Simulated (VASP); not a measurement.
Input of a VASP 6.6.1 run:

INCAR

```
SYSTEM = Ga2PN
  ALGO = Normal
  EDIFF = 1E-6
  ENCUT = 520
  GGA = PE
  ISIF = 2
  ISMEAR = -1
  LASPH = .TRUE.
  LCHARG = .FALSE.
  LREAL = .FALSE.
  LWAVE = .FALSE.
  NBANDS = 26
  NELM = 80
  PREC = Accurate
  SIGMA = 0.02
```

The input KPOINTS:

```
k-points
0
G
  6 6 4
  0 0 0
```

The input POSCAR:

```
Ga2PN
1.0
    3.5304229342      0.0000000000      0.0000000000
    0.0000000000      3.5304229342      0.0000000000
    0.0000000000      0.0000000000      4.9684145889
N Ga P
1 2 1
Direct
    0.0000000000      0.0000000000      0.0000000000
    0.0000000000      0.5000000000      0.7919590277
    0.5000000000      0.0000000000      0.2080409723
    0.5000000000      0.5000000000      0.5000000000
```

Potentials or basis: VASP PAW PBE potentials, release 64 (N, Ga_d, P).

Launch:

```sh
$ cat potpaw_PBE.64/N/POTCAR potpaw_PBE.64/Ga_d/POTCAR potpaw_PBE.64/P/POTCAR > POTCAR
$ mpirun -np 1 vasp_std > vasp.out
```

Problem. What does it give for the largest force?

Solution. 0.054 eV/Å.

Problem. Estimate the band gap on the k mesh.

Solution. Zero (filled and empty bands touch).

Forces on the atoms (eV/Å):
```
N    0.000  0.000  0.000
Ga   0.000  0.000  0.054
Ga   0.000  0.000 -0.054
P    0.000  0.000  0.000
```

Caveat: semilocal functionals underestimate gaps, so a narrow gap can read as zero.
